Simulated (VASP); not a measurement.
Here is a VASP 6.6.1 calculation.

The input INCAR:

```
SYSTEM = AlOs
  ALGO = Normal
  DIPOL = 0.5 0.5 0.500
  EDIFF = 1E-6
  ENCUT = 520
  GGA = CA
  GGA_COMPAT = .False.
  IDIPOL = 3
  ISIF = 2
  ISMEAR = 1
  LASPH = .True.
  LCHARG = .False.
  LDIPOL = .True.
  LREAL = .False.
  LWAVE = .False.
  NBANDS = 19
  NELM = 120
  NELMDL = -8
  PREC = Accurate
  SIGMA = 0.2
```

KPOINTS

```
k-points
0
Gamma
  6 6 1
  0 0 0
```

Contents of POSCAR:

```
AlOs
1.0
    2.9979119800      0.0000000000      0.0000000000
    0.0000000000      2.9979119800      0.0000000000
    0.0000000000      0.0000000000     10.4968679700
Al Os
2 2
Direct
    0.0000000000      0.0000000000      0.2857995364
    0.0000000000      0.0000000000      0.5714001545
    0.5000000000      0.5000000000      0.4285998455
    0.5000000000      0.5000000000      0.7142004636
```

Potentials or basis: VASP PAW LDA potentials, release 64 (Al, Os).

The run is started by

```bash
$ cat potpaw_LDA.64/Al/POTCAR potpaw_LDA.64/Os/POTCAR > POTCAR
$ mpirun -np 1 vasp_std > vasp.out
```

Question: Estimate the largest force.

Answer: 1.563 eV/Å.

Question: What does it give for the band gap on the k mesh?

Answer: Zero (bands 11 and 12 overlap by 1.53 eV).

Forces in eV/Å, atoms in the order of the input:
```
Al   0.000  0.000  1.563
Al   0.000  0.000  0.612
Os   0.000  0.000 -0.918
Os   0.000  0.000 -1.257
```

Caveat: spin-orbit coupling is left out, which moves the levels of the heavy elements.
